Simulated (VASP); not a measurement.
CsBr, 2 atoms in the cell. The structure is trigonal, space group R-3m (No. 166). Conventional cell: a = 6.012 Å, b = 6.012 Å, c = 7.307 Å, α = 90.00°, β = 90.00°, γ = 120.00°. Within 4.8 Å of Cs (site symmetry -3m) lie 8 Br at 3.65 to 3.68 Å and 6 Cs at 4.24 Å. Br (site symmetry -3m) has 8 Cs at 3.65 to 3.68 Å and 6 Br at 4.24 Å within 4.8 Å.  This cell differs from its parent crystal: equal xy, yz and zx engineering shears of -0.5 %.

| Quantity | Value |
| --- | --- |
| Program | VASP 6.6.1 |
| Task | single point |
| Functional | PBEsol |
| Potentials or basis | VASP PAW PBE potentials, release 64 (Cs_sv, Br) |
| Cutoff | 500 eV |
| k mesh | 6 × 6 × 6 |
| Occupations | gaussian, width 0.01 eV |
| Spin | non-collinear spin, zero start, spin-orbit coupling |
| Starting moments | [[0.0, 0.0, 0.0], [0.0, 0.0, 0.0]] μB |
| Dipole correction | no |
| Further INCAR settings | ALGO = Normal; EDIFF = 1e-06; NBANDS = 28 |

Potentials or basis: VASP PAW PBE potentials, release 64 (Cs_sv, Br).

Run with:

```sh
$ cat potpaw_PBE.64/Cs_sv/POTCAR potpaw_PBE.64/Br/POTCAR > POTCAR
$ mpirun -np 1 vasp_ncl > vasp.out
```

Hardware: 1 thread of Oxide Virtual Turin-like Processor, on a shared host.

Problem. Estimate the wall time of this run.

Solution. Wall time 110 s on 1 thread of Oxide Virtual Turin-like Processor (shared host), peak memory 0.32 GiB. Counts: scf iterations 12, k points 32.
